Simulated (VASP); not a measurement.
# GeBr: relaxation of cell and atoms with PBE

GeBr:

```
CELL_PARAMETERS angstrom
0.00000 2.96912 2.96912
2.96912 0.00000 2.96912
2.96912 2.96912 0.00000
ATOMIC_POSITIONS crystal
Ge 0.50000 0.50000 0.50000
Br 0.00000 0.00000 0.00000
```

```
Program                : VASP 6.6.1
Task                   : relaxation of cell and atoms
Functional             : PBE
Potentials or basis    : VASP PAW PBE potentials, release 64 (Ge_d, Br)
Cutoff                 : 600 eV
k mesh                 : 16 × 16 × 16
Occupations            : gaussian, width 0.1 eV
Spin                   : no spin polarisation
Dipole correction      : no
Further INCAR settings : ALGO = Normal; EDIFF = 1e-06; IBRION = 2; EDIFFG = -0.01; NSW = 100; ISIF = 3
```

```yaml
Relaxed_volume: 27.71 Å³/atom
Relaxed_cell: a = 4.280 Å, b = 4.280 Å, c = 4.280 Å, α = 60.00°, β = 60.00°, γ = 60.00°
Space_group_after_relaxing_to_0.05_Å: Fm-3m (No. 225)
Energy_gained_by_relaxing: 9.5 meV/atom
Ionic_steps: 6
Pressure_after_relaxing: 0.0 GPa
```

Step by step:
| step | energy change (eV) | largest force (eV/Å) | pressure (GPa) | volume (Å³) |
| --- | --- | --- | --- | --- |
| 1 | 0.0000 | 0.0000 | 2.11 | 52.35 |
| 2 | -0.0187 | 0.0000 | 0.21 | 55.01 |
| 3 | -0.0190 | 0.0000 | 0.11 | 55.33 |
| 4 | -0.0183 | 0.0000 | -0.37 | 55.99 |
| 5 | -0.0190 | 0.0000 | -0.07 | 55.48 |
| 6 | -0.0190 | 0.0000 | -0.05 | 55.42 |

Final structure:
```
CELL_PARAMETERS angstrom
0.00000 3.02608 3.02608
3.02608 0.00000 3.02608
3.02608 3.02608 0.00000
ATOMIC_POSITIONS crystal
Ge 0.50000 0.50000 0.50000
Br 0.00000 0.00000 0.00000
```

Levels at points of the mesh, in eV from the Fermi level:
| k point | band 7 | band 8 | band 9 | band 10 | band 11 | band 12 | band 13 | band 14 |
| --- | --- | --- | --- | --- | --- | --- | --- | --- |
| (0.00, 0.00, 0.00) | -7.94 | -4.29 | -4.29 | -4.29 | 2.13 | 2.13 | 2.13 | 5.34 |
| (0.50, 0.00, 0.00) | -9.46 | -4.23 | -4.23 | -2.70 | -1.26 | 0.03 | 0.03 | 7.02 |
| (0.50, 0.50, 0.00) | -8.13 | -6.57 | -5.24 | -5.24 | 2.62 | 2.62 | 2.71 | 2.89 |

Run time: 5.1 min on 1 thread of AMD EPYC 9R14 (Zen 4) (shared host), peak memory 0.29 GiB.

Caveat: an odd number of electrons without spin polarisation forces a metal; a magnetic or distorted state may lie lower.
